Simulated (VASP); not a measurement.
# Li in VASP: a series of runs

The runs below take Li through single point, with LDA.

Everything below comes from runs of VASP 6.6.1. Logs are shortened: lines on timing, memory, paths and dates and some standing lists are left out, and cuts for length are marked.

## (1) The cell of the first run

The cell holds a slab with vacuum, 17 atoms: a = 6.980 Å, b = 6.045 Å, c = 20.403 Å, α = 90.00°, β = 90.00°, γ = 54.74°.

## (2) Single point, LDA

Input file INCAR:

```
SYSTEM = Li
ALGO = Normal
EDIFF = 1E-7
ENCUT = 520
ISIF = 2
ISMEAR = 0
LASPH = .TRUE.
LCHARG = .FALSE.
LREAL = Auto
LWAVE = .FALSE.
NBANDS = 40
NELM = 80
PREC = Accurate
SIGMA = 0.05
```

Input file KPOINTS:

```
k-points
0
G
  4 4 1
  0 0 0
```

Input file POSCAR:

```
Li
1.0
    6.9800000000      0.0000000000      0.0000000000
    3.4900000000      4.9356050000      0.0000000000
    0.0000000000      0.0000000000     20.4034080000
Li
17
Direct
   -0.2500000000      0.5000000000      0.0490114000
    0.2500000000      0.5000000000      0.0490114000
   -0.2500000000      1.0000000000      0.0490114000
    0.2500000000      1.0000000000      0.0490114000
    0.0359311790     -0.0516945641      0.1552589998
    0.5095928000     -0.0432732374      0.1612103839
    0.0121528597      0.4656959850      0.1605840042
    0.5323449983      0.4394755823      0.1543012688
   -0.2710312644      0.4922950721      0.2707847190
    0.2794673576      0.4768489647      0.2676288909
   -0.2137014274      0.9612925384      0.2628759693
    0.2286863418      1.0004815160      0.2738936133
   -0.0591199053      0.0621810939      0.3844077926
    0.5060576277      0.0380360593      0.3655006076
   -0.0097577745      0.5250898243      0.3761223304
    0.4431958760      0.5845622099      0.3900914622
    0.2622685046      0.1012250123      0.4792237918
```

Potentials or basis: VASP PAW LDA potentials, release 64 (Li_sv).

Started as:

```sh
> cat potpaw_LDA.64/Li_sv/POTCAR > POTCAR
> mpirun -np 1 vasp_std > vasp.out
```

OUTCAR:

```text
SYSTEM = Li
   EDIFF = 1E-7
   ENCUT = 520
   ISIF = 2
   ISMEAR = 0
   LASPH = .TRUE.
   LREAL = Auto
   NELM = 80
   PREC = Accurate

 ion  position               nearest neighbor table
   1  0.750  0.500  0.049-
   2  0.250  0.500  0.049-
   3  0.750  0.000  0.049-
   4  0.250  0.000  0.049-
   5  0.036  0.948  0.155-
   6  0.510  0.957  0.161-
[... 9 lines left out ...]
  16  0.443  0.585  0.390-
  17  0.262  0.101  0.479-

  LATTYP: Found a base centered orthorhombic cell.
 ALAT       =     6.9800000000
 B/A-ratio  =     1.4142134670
 C/A-ratio  =     2.9231243553

  Lattice vectors:

 A1 = (   3.4900000000,  -4.9356050000,   0.0000000000)
 A2 = (   3.4900000000,   4.9356050000,   0.0000000000)
 A3 = (   0.0000000000,   0.0000000000,  20.4034080000)

Analysis of symmetry for initial positions (statically):
=====================================================================
 Subroutine PRICEL returns:
 Original cell was already a primitive cell.

 Routine SETGRP: Setting up the symmetry group for a
 base centered orthorhombic supercell.

 Subroutine GETGRP returns: Found  1 space group operations
 (whereof  1 operations were pure point group operations)
 out of a pool of  8 trial point group operations.

The static configuration has the point symmetry C_1 .

Analysis of symmetry for dynamics (positions and initial velocities):
=====================================================================
 Subroutine PRICEL returns:
 Original cell was already a primitive cell.

 Routine SETGRP: Setting up the symmetry group for a
 base centered orthorhombic supercell.

 Subroutine GETGRP returns: Found  1 space group operations
 (whereof  1 operations were pure point group operations)
 out of a pool of  8 trial point group operations.

The dynamic configuration has the point symmetry C_1 .

 Subroutine INISYM returns: Found  1 space group operations
 (whereof  1 operations are pure point group operations),
 and found     1 'primitive' translations

----------------------------------------------------------------------------------------

                                     Primitive cell

  volume of cell :     702.9081

  direct lattice vectors                    reciprocal lattice vectors
     6.980000000  0.000000000  0.000000000     0.143266476 -0.101304703  0.000000000
     3.490000000  4.935605000  0.000000000     0.000000000  0.202609407  0.000000000
     0.000000000  0.000000000 20.403408000     0.000000000  0.000000000  0.049011420

  length of vectors
     6.980000000  6.044857047 20.403408000     0.175464885  0.202609407  0.049011420

  position of ions in fractional coordinates (direct lattice)
     0.750000000  0.500000000  0.049011400
     0.250000000  0.500000000  0.049011400
     0.750000000  0.000000000  0.049011400
     0.250000000  0.000000000  0.049011400
     0.035931179  0.948305436  0.155259000
     0.509592800  0.956726763  0.161210384
[... 9 lines left out ...]
     0.443195876  0.584562210  0.390091462
     0.262268505  0.101225012  0.479223792

  ion indices of the primitive-cell ions
   primitive index   ion index
                 1           1
                 2           2
                 3           3
                 4           4
                 5           5
                 6           6
[... 9 lines left out ...]
                16          16
                17          17

----------------------------------------------------------------------------------------

 KPOINTS: k-points

Automatic generation of k-mesh.
 Grid dimensions read from file:
 generate k-points for:    4    4    1

 Generating k-lattice:

  Cartesian coordinates                     Fractional coordinates (reciprocal lattice)
     0.035816619 -0.025326176  0.000000000     0.250000000  0.000000000  0.000000000
     0.000000000  0.050652352  0.000000000     0.000000000  0.250000000  0.000000000
     0.000000000  0.000000000  0.049011420     0.000000000  0.000000000  1.000000000

  Length of vectors
     0.043866221  0.050652352  0.049011420

  Shift w.r.t. Gamma in fractional coordinates (k-lattice)
     0.000000000  0.000000000  0.000000000

 Subroutine IBZKPT returns following result:
 ===========================================

 Found     10 irreducible k-points:

 Following reciprocal coordinates:
            Coordinates               Weight
  0.000000  0.000000  0.000000      1.000000
  0.250000 -0.000000  0.000000      2.000000
  0.250000  0.250000  0.000000      2.000000
  0.500000 -0.000000  0.000000      1.000000
  0.500000  0.500000  0.000000      1.000000
  0.000000  0.250000  0.000000      2.000000
  0.500000  0.250000  0.000000      2.000000
 -0.250000  0.250000  0.000000      2.000000
 -0.250000  0.500000  0.000000      2.000000
  0.000000  0.500000  0.000000      1.000000
   k-points           NKPTS =     10   k-points in BZ     NKDIM =     10   number of bands    NBANDS=     40
[... 84 lines left out ...]

 k-point     2 :       0.2500   -0.0000    0.0000
  band No.  band energies     occupation
      1     -48.4197      2.00000
      2     -47.1924      2.00000
      3     -47.1888      2.00000
      4     -47.1744      2.00000
      5     -47.1706      2.00000
      6     -47.1132      2.00000
[... 29 lines left out ...]
     36       1.3975      0.00000
     37       1.8757      0.00000

 k-point     3 :       0.2500    0.2500    0.0000
  band No.  band energies     occupation
      1     -48.4197      2.00000
      2     -47.1923      2.00000
      3     -47.1888      2.00000
      4     -47.1744      2.00000
      5     -47.1706      2.00000
      6     -47.1132      2.00000
[... 29 lines left out ...]
     36       1.2766      0.00000
     37       1.8977      0.00000

 k-point     4 :       0.5000   -0.0000    0.0000
  band No.  band energies     occupation
      1     -48.4197      2.00000
      2     -47.1910      2.00000
      3     -47.1895      2.00000
      4     -47.1747      2.00000
      5     -47.1710      2.00000
      6     -47.1131      2.00000
[... 29 lines left out ...]
     36       1.1596      0.00000
     37       1.4738      0.00000

 k-point     5 :       0.5000    0.5000    0.0000
  band No.  band energies     occupation
      1     -48.4197      2.00000
      2     -47.1908      2.00000
      3     -47.1897      2.00000
      4     -47.1746      2.00000
      5     -47.1711      2.00000
      6     -47.1132      2.00000
[... 29 lines left out ...]
     36       1.2017      0.00000
     37       1.3014      0.00000

 k-point     6 :       0.0000    0.2500    0.0000
  band No.  band energies     occupation
      1     -48.4197      2.00000
      2     -47.1919      2.00000
      3     -47.1885      2.00000
      4     -47.1747      2.00000
      5     -47.1711      2.00000
      6     -47.1131      2.00000
[... 29 lines left out ...]
     36       1.0686      0.00000
     37       1.6721      0.00000

 k-point     7 :       0.5000    0.2500    0.0000
  band No.  band energies     occupation
      1     -48.4197      2.00000
      2     -47.1913      2.00000
      3     -47.1891      2.00000
      4     -47.1749      2.00000
      5     -47.1709      2.00000
      6     -47.1131      2.00000
[... 29 lines left out ...]
     36       1.2306      0.00000
     37       1.3845      0.00000

 k-point     8 :      -0.2500    0.2500    0.0000
  band No.  band energies     occupation
      1     -48.4197      2.00000
      2     -47.1907      2.00000
      3     -47.1889      2.00000
      4     -47.1752      2.00000
      5     -47.1713      2.00000
      6     -47.1131      2.00000
[... 29 lines left out ...]
     36       1.2233      0.00000
     37       1.5373      0.00000

 k-point     9 :      -0.2500    0.5000    0.0000
  band No.  band energies     occupation
      1     -48.4197      2.00000
      2     -47.1906      2.00000
      3     -47.1890      2.00000
      4     -47.1752      2.00000
      5     -47.1714      2.00000
      6     -47.1131      2.00000
[... 29 lines left out ...]
     36       1.2020      0.00000
     37       1.4546      0.00000

 k-point    10 :       0.0000    0.5000    0.0000
  band No.  band energies     occupation
      1     -48.4197      2.00000
      2     -47.1904      2.00000
      3     -47.1883      2.00000
      4     -47.1758      2.00000
      5     -47.1717      2.00000
      6     -47.1130      2.00000
[... 29 lines left out ...]
     36       1.3690      0.00000
     37       1.8217      0.00000
 [bands above 37 left out]

------------------------ aborting loop because EDIFF is reached ----------------------------------------

  FORCE on cell =-STRESS in cart. coord.  units (eV):
  Direction    XX          YY          ZZ          XY          YZ          ZX
  --------------------------------------------------------------------------------------
  -------------------------------------------------------------------------------------
  Total       -2.5432147     -1.7821667     -0.3407872     -0.2012536     -0.0044180      0.0294682
  in kB       -5.7968903     -4.0621914     -0.7767751     -0.4587285     -0.0100702      0.0671685
  external PRESSURE =      -3.5452856 kB  Pullay stress =       0.0000000 kB

 VOLUME and BASIS-vectors are now :
 -----------------------------------------------------------------------------
  energy-cutoff  :      520.00
  volume of cell :      702.91
      direct lattice vectors                 reciprocal lattice vectors
     6.980000000  0.000000000  0.000000000     0.143266476 -0.101304703  0.000000000
     3.490000000  4.935605000  0.000000000     0.000000000  0.202609407  0.000000000
     0.000000000  0.000000000 20.403408000     0.000000000  0.000000000  0.049011420

 POSITION                                       TOTAL-FORCE (eV/Angst)
 -----------------------------------------------------------------------------------
      6.98000      2.46780      1.00000         0.014291      0.005977     -0.003177
      3.49000      2.46780      1.00000        -0.020054      0.008055      0.007691
      5.23500      0.00000      1.00000        -0.015074     -0.007400      0.051034
      1.74500      0.00000      1.00000         0.021719     -0.011720     -0.042044
      3.56039      4.68046      3.16781         0.003546      0.004511     -0.008904
      6.89593      4.72203      3.28924        -0.003056      0.006457     -0.002797
[... 9 lines left out ...]
      5.13363      2.88517      7.95920        -0.007621     -0.024587      0.006746
      2.18391      0.49961      9.77780         0.014872      0.015963     -0.000315
 -----------------------------------------------------------------------------------
    total drift:                                0.000075      0.001819      0.005274

  FREE ENERGIE OF THE ION-ELECTRON SYSTEM (eV)
  ---------------------------------------------------
  free  energy   TOTEN  =       -32.0635061657 eV

  energy  without entropy=      -32.0480808530  energy(sigma->0) =      -32.05579351
```

Wall time 19 min (1 thread of Intel Xeon 8259CL, shared host); peak memory 0.64 GiB.

Results:

```
Free energy            : -32.0635 eV
Largest force          : 0.054 eV/Å
Band gap on the k mesh : zero (an odd number of electrons rules out a gap without spin polarisation)
```

Forces in eV/Å, atoms in the order of the input:
```
Li   0.014  0.006 -0.003
Li  -0.020  0.008  0.008
Li  -0.015 -0.007  0.051
Li   0.022 -0.012 -0.042
Li   0.004  0.005 -0.009
Li  -0.003  0.006 -0.003
Li  -0.002 -0.004 -0.003
Li   0.001  0.001  0.021
Li  -0.001  0.004  0.000
Li  -0.002  0.003 -0.007
Li   0.005  0.003  0.001
Li  -0.005  0.004 -0.011
Li   0.002  0.010  0.001
Li  -0.012 -0.009 -0.014
Li   0.005 -0.009  0.004
Li  -0.008 -0.025  0.007
Li   0.015  0.016  0.000
```

Caveat: the cutoff is under 1.25 times the usual one of these potentials, so pressure, stress and relaxed cells hold a basis-set (Pulay) error.

## (3) Single point, LDA

Input file INCAR:

```
SYSTEM = Li
ALGO = Normal ; EDIFF = 1E-7
ENCUT = 520 ; GGA = CA
ISIF = 2 ; ISMEAR = 0
LASPH = .True. ; LCHARG = .False.
LREAL = Auto ; LWAVE = .False.
NBANDS = 40 ; NELM = 80
PREC = Accurate ; SIGMA = 0.05
```

Input file KPOINTS:

```
k-points
0
Gamma
  4 4 1
  0 0 0
```

Input file POSCAR:

```
Li
1.0
    6.9800000000      0.0000000000      0.0000000000
    3.4900000000      4.9356050000      0.0000000000
    0.0000000000      0.0000000000     20.4034080000
Li
17
Direct
   -0.2499999493      0.4999998987      0.0490114201
    0.2500000507      0.4999998987      0.0490114201
   -0.2500000000      1.0000000000      0.0490114201
    0.2500000000      1.0000000000      0.0490114201
    0.0359312414     -0.0516945744      0.1552590136
    0.5095928190     -0.0432733171      0.1612103723
    0.0121529109      0.4656958975      0.1605840064
    0.5323450049      0.4394756063      0.1543012814
   -0.2710312017      0.4922950682      0.2707847140
    0.2794673651      0.4768489375      0.2676288687
   -0.2137014006      0.9612924859      0.2628759862
    0.2286862761      1.0004816026      0.2738936064
   -0.0591198844      0.0621810295      0.3844077911
    0.5060576114      0.0380360665      0.3655006066
   -0.0097578100      0.5250898319      0.3761223125
    0.4431958460      0.5845621763      0.3900914494
    0.2622684067      0.1012250778      0.4792238140
```

Potentials or basis: VASP PAW LDA potentials, release 64 (Li_sv).

Started as:

```sh
> cat potpaw_LDA.64/Li_sv/POTCAR > POTCAR
> mpirun -np 1 vasp_std > vasp.out
```

It took 22 min on 1 thread of Intel Xeon 8259CL, shared host; peak memory 0.64 GiB.

It converged, with:

- Free energy: -32.0635 eV
- Largest force: 0.054 eV/Å
- Band gap on the k mesh: zero (an odd number of electrons rules out a gap without spin polarisation)

Forces on the atoms (eV/Å):
```
Li   0.014  0.006 -0.003
Li  -0.020  0.008  0.008
Li  -0.015 -0.007  0.051
Li   0.022 -0.012 -0.042
Li   0.004  0.005 -0.009
Li  -0.003  0.006 -0.003
Li  -0.002 -0.004 -0.003
Li   0.001  0.001  0.021
Li  -0.001  0.004  0.000
Li  -0.002  0.003 -0.007
Li   0.005  0.003  0.001
Li  -0.005  0.004 -0.011
Li   0.002  0.010  0.001
Li  -0.012 -0.009 -0.014
Li   0.005 -0.009  0.004
Li  -0.008 -0.025  0.007
Li   0.015  0.016  0.000
```

Levels at points of the mesh, in eV from the Fermi level:
| k point | band 23 | band 24 | band 25 | band 26 | band 27 | band 28 |
| --- | --- | --- | --- | --- | --- | --- |
| (0.00, 0.00, 0.00) | -0.17 | -0.13 | -0.07 | 0.18 | 0.19 | 0.21 |
| (0.50, 0.00, 0.00) | -0.80 | -0.34 | -0.32 | 0.13 | 0.25 | 0.30 |
| (0.50, 0.50, 0.00) | -0.82 | -0.37 | -0.29 | 0.14 | 0.23 | 0.31 |
| (0.00, 0.50, 0.00) | -1.11 | -0.73 | -0.52 | -0.50 | -0.46 | 0.42 |

Caveat: the cutoff is under 1.25 times the usual one of these potentials, so pressure, stress and relaxed cells hold a basis-set (Pulay) error.

## (4) Single point, LDA

Input file INCAR:

```
SYSTEM = Li
  ALGO = Normal
  EDIFF = 1E-7
  ENCUT = 520
  GGA = CA
  ISIF = 2
  ISMEAR = 0
  LASPH = .True.
  LCHARG = .True.
  LELF = .True.
  LREAL = Auto
  LVHAR = .True.
  LWAVE = .False.
  NBANDS = 40
  NELM = 80
  PREC = Accurate
  SIGMA = 0.05
```

KPOINTS is that of step 3.

Input file POSCAR:

```
Li
1.0
    6.9800000000      0.0000000000      0.0000000000
    3.4900000000      4.9356050000      0.0000000000
    0.0000000000      0.0000000000     20.4034080000
Li
17
Direct
   -0.2500000507      0.5000001013      0.0490114201
    0.2499999493      0.5000001013      0.0490114201
   -0.2500000000      1.0000000000      0.0490114201
    0.2500000000      1.0000000000      0.0490114201
    0.0306678460     -0.0516119098      0.1517984643
    0.5096842557     -0.0384931533      0.1621648207
    0.0095065169      0.4627574532      0.1598436889
    0.5282267928      0.4477979903      0.1544646365
   -0.2669520301      0.4839585015      0.2701359988
    0.2786490978      0.4656906296      0.2650898811
   -0.2011115032      0.9568227198      0.2605834280
    0.2206448728      0.9878177042      0.2694426833
   -0.0495398854      0.0527817765      0.3866648650
    0.5101944840      0.0093881095      0.3539575349
   -0.0040494376      0.5167925715      0.3747689602
    0.4468872791      0.5522042384      0.3884275117
    0.3206433118      0.0922778464      0.4728745806
```

Started as:

```sh
> cat potpaw_LDA.64/Li_sv/POTCAR > POTCAR
> mpirun -np 1 vasp_std > vasp.out
```

Wall time 20 min (1 thread of Intel Xeon 8259CL, shared host); peak memory 0.64 GiB.

It converged, with:

* Free energy: -32.0723 eV
* Largest force: 0.062 eV/Å
* Band gap on the k mesh: zero (an odd number of electrons rules out a gap without spin polarisation)

Forces on the atoms (eV/Å):
```
Li   0.013  0.003 -0.008
Li  -0.030  0.004  0.006
Li  -0.033 -0.001  0.024
Li   0.036 -0.011 -0.049
Li   0.010  0.006 -0.005
Li  -0.010  0.000  0.001
Li   0.000 -0.001 -0.003
Li   0.003 -0.002  0.013
Li  -0.003  0.005 -0.010
Li   0.001  0.002 -0.001
Li  -0.013  0.003  0.013
Li   0.008 -0.005  0.004
Li  -0.016  0.003 -0.001
Li   0.010  0.002  0.001
Li   0.001  0.000  0.003
Li   0.006  0.006 -0.008
Li   0.017 -0.011  0.018
```

Levels at points of the mesh, in eV from the Fermi level:
```csv
k point,band 21,band 22,band 23,band 24,band 25,band 26,band 27,band 28,band 29,band 30
"(0.00, 0.00, 0.00)",-0.66,-0.17,-0.16,-0.12,-0.09,0.17,0.19,0.20,0.22,0.29
"(0.50, 0.00, 0.00)",-1.88,-0.99,-0.80,-0.34,-0.33,0.17,0.25,0.34,0.35,1.13
"(0.50, 0.50, 0.00)",-1.92,-0.99,-0.84,-0.39,-0.30,0.18,0.25,0.34,0.36,1.17
"(0.00, 0.50, 0.00)",-1.61,-1.13,-1.11,-0.70,-0.52,-0.48,-0.47,0.39,0.49,0.65
```

Caveat: the cutoff is under 1.25 times the usual one of these potentials, so pressure, stress and relaxed cells hold a basis-set (Pulay) error.
